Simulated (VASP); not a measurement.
# Cd4S (Im-3m) in VASP: a series of runs

Cd4S is run at these levels: PBE; tasks: relaxation of cell and atoms.

Program: VASP 6.6.1. These are calculated values, not measurements. Logs are shortened: lines on timing, memory, paths and dates and some standing lists are left out, and cuts for length are marked.

**1. The cell of the first run**

It takes space group Im-3m (No. 229, cubic). The conventional cell has a = 6.122 Å, b = 6.122 Å, c = 6.122 Å, α = 90.00°, β = 90.00°, γ = 90.00°. Within 3.5 Å of Cd (site symmetry -3m) lie 2 S at 2.65 Å and 6 Cd at 3.06 Å. Within 3.5 Å of S (site symmetry m-3m) lie 8 Cd at 2.65 Å.

The cell was built from a structure type or drawn by symmetry, and may not be a known phase.

**2. Relaxation of cell and atoms, PBE**

Input file INCAR:

```
ALGO     = Normal         # electronic algorithm
EDIFF    = 1E-7           # SCF threshold, eV
EDIFFG   = -0.04          # ionic threshold
ENCUT    = 600            # plane-wave cutoff, eV
GGA      = PE             # functional
IBRION   = 2              # ionic algorithm
ISIF     = 3              # what is computed and relaxed
ISMEAR   = 0              # smearing method
LASPH    = True           # aspherical terms in the spheres
LCHARG   = False          # write CHGCAR
LREAL    = False          # projectors in reciprocal space
LWAVE    = False          # write WAVECAR
NELM     = 60             # most SCF steps
NSW      = 90             # ionic steps
PREC     = Accurate       # precision mode
SIGMA    = 0.1            # smearing width, eV
```

Input file KPOINTS:

```
k-points
0
Gamma
  4 4 4
```

Input file POSCAR:

```
Cd4S
1.0
   -3.0609502500      3.0609502500      3.0609502500
    3.0609502500     -3.0609502500      3.0609502500
    3.0609502500      3.0609502500     -3.0609502500
Cd S
4 1
Direct
    0.5000000000      0.5000000000      0.5000000000
    0.5000000000      0.0000000000      0.0000000000
    0.0000000000      0.0000000000      0.5000000000
    0.0000000000      0.5000000000      0.0000000000
    0.0000000000      0.0000000000      0.0000000000
```

Potentials or basis: VASP PAW PBE potentials, release 64 (Cd, S).

Command:

```console
cat potpaw_PBE.64/Cd/POTCAR potpaw_PBE.64/S/POTCAR > POTCAR
mpirun -np 1 vasp_std > vasp.out
```

OUTCAR:

```text
EDIFF = 1E-7
   EDIFFG = -0.04
   ENCUT = 600
   GGA = PE
   IBRION = 2
   ISIF = 3
   ISMEAR = 0
   LASPH = True
   LREAL = False
   NELM = 60
   NSW = 90
   PREC = Accurate

 ion  position               nearest neighbor table
   1  0.500  0.500  0.500-   5 2.65   5 2.65   4 3.06   2 3.06   2 3.06   4 3.06   3 3.06   3 3.06

   2  0.500  0.000  0.000-   5 2.65   5 2.65   4 3.06   1 3.06   1 3.06   3 3.06   3 3.06   4 3.06

   3  0.000  0.000  0.500-   5 2.65   5 2.65   4 3.06   1 3.06   2 3.06   4 3.06   2 3.06   1 3.06

   4  0.000  0.500  0.000-   5 2.65   5 2.65   3 3.06   1 3.06   2 3.06   3 3.06   1 3.06   2 3.06

   5  0.000  0.000  0.000-   1 2.65   2 2.65   3 2.65   4 2.65   3 2.65   4 2.65   2 2.65   1 2.65

  LATTYP: Found a body centered cubic cell.
 ALAT       =     6.1219005000

  Lattice vectors:

 A1 = (  -3.0609502500,   3.0609502500,   3.0609502500)
 A2 = (   3.0609502500,  -3.0609502500,   3.0609502500)
 A3 = (   3.0609502500,   3.0609502500,  -3.0609502500)

Analysis of symmetry for initial positions (statically):
=====================================================================
 Subroutine PRICEL returns:
 Original cell was already a primitive cell.

 Routine SETGRP: Setting up the symmetry group for a
 body centered cubic supercell.

 Subroutine GETGRP returns: Found 48 space group operations
 (whereof 48 operations were pure point group operations)
 out of a pool of 48 trial point group operations.

The static configuration has the point symmetry O_h .

Analysis of symmetry for dynamics (positions and initial velocities):
=====================================================================
 Subroutine PRICEL returns:
 Original cell was already a primitive cell.

 Routine SETGRP: Setting up the symmetry group for a
 body centered cubic supercell.

 Subroutine GETGRP returns: Found 48 space group operations
 (whereof 48 operations were pure point group operations)
 out of a pool of 48 trial point group operations.

The dynamic configuration has the point symmetry O_h .

 Subroutine INISYM returns: Found 48 space group operations
 (whereof 48 operations are pure point group operations),
 and found     1 'primitive' translations

----------------------------------------------------------------------------------------

                                     Primitive cell

  volume of cell :     114.7173

  direct lattice vectors                    reciprocal lattice vectors
    -3.060950250  3.060950250  3.060950250     0.000000000  0.163347967  0.163347967
     3.060950250 -3.060950250  3.060950250     0.163347967  0.000000000  0.163347967
     3.060950250  3.060950250 -3.060950250     0.163347967  0.163347967  0.000000000

  length of vectors
     5.301721352  5.301721352  5.301721352     0.231008910  0.231008910  0.231008910

  position of ions in fractional coordinates (direct lattice)
     0.500000000  0.500000000  0.500000000
     0.500000000  0.000000000  0.000000000
     0.000000000  0.000000000  0.500000000
     0.000000000  0.500000000  0.000000000
     0.000000000  0.000000000  0.000000000

  ion indices of the primitive-cell ions
   primitive index   ion index
                 1           1
                 2           2
                 3           3
                 4           4
                 5           5

----------------------------------------------------------------------------------------

 KPOINTS: k-points

Automatic generation of k-mesh.
 Grid dimensions read from file:
 generate k-points for:    4    4    4

 Generating k-lattice:

  Cartesian coordinates                     Fractional coordinates (reciprocal lattice)
[... 65 lines left out ...]
  Fermi-wavevector in a.u.,A,eV,Ry     =   1.273493  2.406552 22.065709  1.621784
  Thomas-Fermi vector in A             =   2.406313
   LORBIT       =      0    0 simple, 1 ext, 2 COOP (PROOUT), +10 PAW based schemes
   GGA     = PE    functional components
   LHFCALC =     F    Hartree Fock is set to
   AEXX    =    0.0000 exact exchange contribution
   IVDW    =     0    specifies the selected vdW correction
   LEPSILON=     F    determine dielectric tensor
   LRPA    =     F    only Hartree local field effects (RPA)
 conjugate gradient relaxation of ions
 non-spin polarized calculation
 Gauss-broadening in eV      SIGMA  =   0.10
  energy-cutoff  :      600.00
  volume of cell :      114.72
 maximum number of plane-waves:      3884
   NGX = 21   NGY = 21   NGZ = 21

--------------------------------------- Ionic step        1  -------------------------------------------

 number of electron      53.9999975 magnetization

 Free energy of the ion-electron system (eV)
  ---------------------------------------------------
  ext. energy  EPLUGINS =         0.00000000
  ---------------------------------------------------
  free energy    TOTEN  =        -5.83465078 eV

  energy without entropy =       -5.81448992  energy(sigma->0) =       -5.82457035

 E-fermi :   2.3982     XC(G=0): -10.2982

 val. band max:        2.3686409083   @ k =  -0.2500   0.2500   0.2500
 cond. band min:       2.4120900486   @ k =   0.5000   0.5000   0.2500
 fundamental gap:      0.0434491403
 Fermi energy:         2.3982175229

 k-point     1 :       0.0000    0.0000    0.0000
  band No.  band energies     occupation
      1     -12.0118      2.00000
      2      -6.7525      2.00000
      3      -6.7525      2.00000
      4      -6.4889      2.00000
      5      -6.4889      2.00000
      6      -6.3752      2.00000
[... 269 lines left out ...]
     31       5.6766      0.00000
     32       5.6766      0.00000

------------------------ aborting loop because EDIFF is reached ----------------------------------------

  FORCE on cell =-STRESS in cart. coord.  units (eV):
  Direction    XX          YY          ZZ          XY          YZ          ZX
  --------------------------------------------------------------------------------------
  -------------------------------------------------------------------------------------
  Total        5.0740551      5.0740551      5.0740551      0.0000000     -0.0000000      0.0000000
  in kB       70.8658424     70.8658424     70.8658424      0.0000000     -0.0000000      0.0000000
  external PRESSURE =      70.8658424 kB  Pullay stress =       0.0000000 kB

 VOLUME and BASIS-vectors are now :
 -----------------------------------------------------------------------------
  energy-cutoff  :      600.00
  volume of cell :      114.72
      direct lattice vectors                 reciprocal lattice vectors
    -3.060950250  3.060950250  3.060950250     0.000000000  0.163347967  0.163347967
     3.060950250 -3.060950250  3.060950250     0.163347967  0.000000000  0.163347967
     3.060950250  3.060950250 -3.060950250     0.163347967  0.163347967  0.000000000

 POSITION                                       TOTAL-FORCE (eV/Angst)
 -----------------------------------------------------------------------------------
      1.53048      1.53048      1.53048         0.000000      0.000000     -0.000000
     -1.53048      1.53048      1.53048        -0.000000     -0.000000      0.000000
      1.53048      1.53048     -1.53048        -0.000000      0.000000      0.000000
      1.53048     -1.53048      1.53048        -0.000000     -0.000000      0.000000
      0.00000      0.00000      0.00000        -0.000000     -0.000000     -0.000000
 -----------------------------------------------------------------------------------
    total drift:                               -0.000000     -0.000000      0.000000

  FREE ENERGIE OF THE ION-ELECTRON SYSTEM (eV)
  ---------------------------------------------------
  free  energy   TOTEN  =        -5.8346507762 eV

  energy  without entropy=       -5.8144899203  energy(sigma->0) =       -5.82457035

--------------------------------------- Ionic step        2  -------------------------------------------

 number of electron      53.9999972 magnetization

 Free energy of the ion-electron system (eV)
  ---------------------------------------------------
  ext. energy  EPLUGINS =         0.00000000
  ---------------------------------------------------
  free energy    TOTEN  =        -6.15479532 eV

  energy without entropy =       -6.12712614  energy(sigma->0) =       -6.14096073

 E-fermi :   1.4229     XC(G=0):  -9.6000

 val. band max:        1.4041632109   @ k =   0.5000   0.5000   0.2500
 cond. band min:       1.8322798588   @ k =   0.5000   0.0000   0.0000
 fundamental gap:      0.4281166479
 Fermi energy:         1.4228613284

 k-point     1 :       0.0000    0.0000    0.0000
  band No.  band energies     occupation
      1     -12.0678      2.00000
      2      -7.2824      2.00000
      3      -7.2824      2.00000
      4      -7.0874      2.00000
      5      -7.0874      2.00000
      6      -6.9950      2.00000
[... 269 lines left out ...]
     31       4.7081      0.00000
     32       4.7081      0.00000

------------------------ aborting loop because EDIFF is reached ----------------------------------------

  FORCE on cell =-STRESS in cart. coord.  units (eV):
  Direction    XX          YY          ZZ          XY          YZ          ZX
  --------------------------------------------------------------------------------------
  -------------------------------------------------------------------------------------
  Total       -0.1411559     -0.1411559     -0.1411559      0.0000000      0.0000000     -0.0000000
  in kB       -1.7080770     -1.7080770     -1.7080770      0.0000000      0.0000000     -0.0000000
  external PRESSURE =      -1.7080770 kB  Pullay stress =       0.0000000 kB

 VOLUME and BASIS-vectors are now :
 -----------------------------------------------------------------------------
  energy-cutoff  :      600.00
  volume of cell :      132.40
      direct lattice vectors                 reciprocal lattice vectors
    -3.210805732  3.210805732  3.210805732     0.000000000  0.155724152  0.155724152
     3.210805732 -3.210805732  3.210805732     0.155724152  0.000000000  0.155724152
     3.210805732  3.210805732 -3.210805732     0.155724152  0.155724152  0.000000000

 POSITION                                       TOTAL-FORCE (eV/Angst)
 -----------------------------------------------------------------------------------
      1.60540      1.60540      1.60540        -0.000000     -0.000000      0.000000
      4.81621      1.60540      1.60540        -0.000000     -0.000000     -0.000000
      1.60540      1.60540     -1.60540        -0.000000      0.000000      0.000000
      4.81621      1.60540     -1.60540         0.000000     -0.000000     -0.000000
      3.21081      3.21081      3.21081         0.000000      0.000000     -0.000000
 -----------------------------------------------------------------------------------
    total drift:                                0.000000     -0.000000      0.000000

  FREE ENERGIE OF THE ION-ELECTRON SYSTEM (eV)
  ---------------------------------------------------
  free  energy   TOTEN  =        -6.1547953217 eV

  energy  without entropy=       -6.1271261389  energy(sigma->0) =       -6.14096073

 reached required accuracy - stopping structural energy minimisation
```

Run time: 1.7 min. Hardware: 1 thread of Intel Xeon 8259CL, shared host; peak memory 0.27 GiB.

Results:

* Free energy: -6.1548 eV
* Relaxed volume: 26.48 Å³/atom
* Relaxed cell: a = 5.561 Å, b = 5.561 Å, c = 5.561 Å, α = 109.47°, β = 109.47°, γ = 109.47°
* Space group after relaxing (to 0.1 Å): Im-3m (No. 229)
* Energy gained by relaxing: 64.0 meV/atom
* Ionic steps: 2
* Pressure after relaxing: -0.2 GPa
* Band gap on the k mesh: zero (bands 27 and 28 overlap by 1.89 eV)

The path:
```csv
step,energy change (eV),largest force (eV/Å),pressure (GPa),volume (Å³)
1,0.0000,0.0000,7.09,114.72
2,-0.3201,0.0000,-0.17,132.40
```

Final structure:
```
Cd S
1.0
    -3.21081    3.21081    3.21081
     3.21081   -3.21081    3.21081
     3.21081    3.21081   -3.21081
Cd S
4 1
Cartesian
  1.6054 1.6054 1.6054
  4.8162 1.6054 1.6054
  1.6054 1.6054 -1.6054
  4.8162 1.6054 -1.6054
  3.2108 3.2108 3.2108
```

Caveat: the k points lie up to 0.35 Å⁻¹ apart in the final cell, too coarse for converged energies and pressures of a metal; the volume moved by over 15 % at a fixed basis, so the end points are rough.

**3. Relaxation of cell and atoms, PBE**

This run uses another cell than the first one, of 26.49 Å³/atom.

Input file INCAR:

```
SYSTEM = Cd4S
PREC     = Accurate       ! precision mode
ENCUT    = 600            ! plane-wave cutoff, eV
EDIFF    = 1E-6           ! SCF threshold, eV
ISMEAR   = 0              ! smearing method
SIGMA    = 0.1            ! smearing width, eV
LREAL    = .FALSE.        ! projectors in reciprocal space
LASPH    = .TRUE.         ! aspherical terms in the spheres
NELM     = 60             ! most SCF steps
ALGO     = Normal         ! electronic algorithm
ISIF     = 3              ! what is computed and relaxed
LWAVE    = .FALSE.        ! write WAVECAR
LCHARG   = .FALSE.        ! write CHGCAR
GGA      = PE             ! functional
IBRION   = 2              ! ionic algorithm
NSW      = 100            ! ionic steps
EDIFFG   = -0.01          ! ionic threshold
```

Input file KPOINTS:

```
regular mesh
0
G
  8 8 8
  0 0 0
```

POSCAR: that of step 2 with these lines changed.

```diff
@@ -2,5 +2,5 @@
 1.0
-   -3.0609502500      3.0609502500      3.0609502500
-    3.0609502500     -3.0609502500      3.0609502500
-    3.0609502500      3.0609502500     -3.0609502500
+   -3.2110283926      3.2110283926      3.2110283926
+    3.2110283926     -3.2110283926      3.2110283926
+    3.2110283926      3.2110283926     -3.2110283926
 Cd S
```

Potentials or basis: VASP PAW PBE potentials, release 64 (Cd, S).

Command:

```console
cat potpaw_PBE.64/Cd/POTCAR potpaw_PBE.64/S/POTCAR > POTCAR
mpirun -np 1 vasp_std > vasp.out
```

Run time: 5.2 min. Hardware: 1 thread of Intel Xeon 8259CL, shared host; peak memory 0.41 GiB.

The run converged. Its results:

* Free energy: -6.1583 eV
* Relaxed volume: 26.70 Å³/atom
* Relaxed cell: a = 5.577 Å, b = 5.577 Å, c = 5.577 Å, α = 109.47°, β = 109.47°, γ = 109.47°
* Space group after relaxing (to 0.1 Å): Im-3m (No. 229)
* Energy gained by relaxing: 0.1 meV/atom
* Ionic steps: 3
* Pressure after relaxing: 0.0 GPa
* Band gap on the k mesh: zero (bands 27 and 28 overlap by 1.87 eV)

The path:
```
step  energy change (eV)  largest force (eV/Å)  pressure (GPa)  volume (Å³)
   1              0.0000                0.0000            0.22       132.43
   2             -0.0006                0.0000            0.08       133.12
   3             -0.0005                0.0000           -0.03       133.51
```

Final structure:
```
CELL_PARAMETERS angstrom
-3.21975 3.21975 3.21975
3.21975 -3.21975 3.21975
3.21975 3.21975 -3.21975
ATOMIC_POSITIONS crystal
Cd 0.50000 0.50000 0.50000
Cd 0.50000 0.00000 0.00000
Cd 0.00000 0.00000 0.50000
Cd 0.00000 0.50000 0.00000
S 0.00000 0.00000 0.00000
```

Levels at points of the mesh, in eV from the Fermi level:
```
           k point  band 23  band 24  band 25  band 26  band 27  band 28  band 29  band 30  band 31  band 32
(0.00, 0.00, 0.00)    -4.22    -4.22    -4.22     0.14     0.14     0.14     1.19     1.19     1.19     4.77
(0.50, 0.00, 0.00)    -4.24    -3.94    -3.19    -1.47     0.11     1.52     1.56     2.08     3.26     4.59
(0.50, 0.50, 0.50)    -4.62    -4.62    -1.56    -1.56     1.02     1.02     1.02     2.40     2.95     2.95
```
